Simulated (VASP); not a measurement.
Wanted: the native input for a VASP 6.6.1 run.

```yaml
Task: single point
Functional: PBE
Potentials_or_basis: VASP PAW PBE potentials, release 64 (Ag, Cl)
Cutoff: 520 eV
k_mesh: 8 × 8 × 8
Occupations: gaussian, width 0.05 eV
Spin: no spin polarisation
Dipole_correction: no
Further_INCAR_settings: ALGO = Normal; EDIFF = 1e-06; NBANDS = 16
```

The structure of AgCl lies in POSCAR:

```
AgCl
1.0
   -0.0554630000      2.7731500000      2.7731500000
    2.7176870000      0.0000000000      2.7176870000
    2.7731500000      2.7731500000     -0.0554630000
Ag Cl
1 1
Direct
    0.5000000000      0.5000000000      0.5000000000
    0.0000000000      0.0000000000      0.0000000000
```

This cell differs from its parent crystal: strain -0.0400 x Voigt [0, 0, 0, 0, 1, 0].

The input as run:

INCAR

```
PREC = Accurate
ENCUT = 520
EDIFF = 1E-6
ISMEAR = 0
SIGMA = 0.05
LREAL = False
LASPH = True
NELM = 100
ALGO = Normal
ISIF = 2
LWAVE = False
LCHARG = True
GGA = PE
LELF = True
LVHAR = True
NBANDS = 16
```

KPOINTS

```
Automatic mesh
0
Gamma
  8 8 8
```

Potentials or basis: VASP PAW PBE potentials, release 64 (Ag, Cl).

The run is started by

```bash
$ cat potpaw_PBE.64/Ag/POTCAR potpaw_PBE.64/Cl/POTCAR > POTCAR
$ mpirun -np 1 vasp_std > vasp.out
```

Results of the run:

* Pressure: 1.5 GPa
* Band gap on the k mesh: 0.87 eV (least direct gap 3.13 eV)

Caveat: the cell differs from its parent crystal (strain -0.0400 x Voigt [0, 0, 0, 0, 1, 0]).

Wall time 94 s on 1 thread of Intel Xeon 8259CL (shared host), peak memory 0.21 GiB.
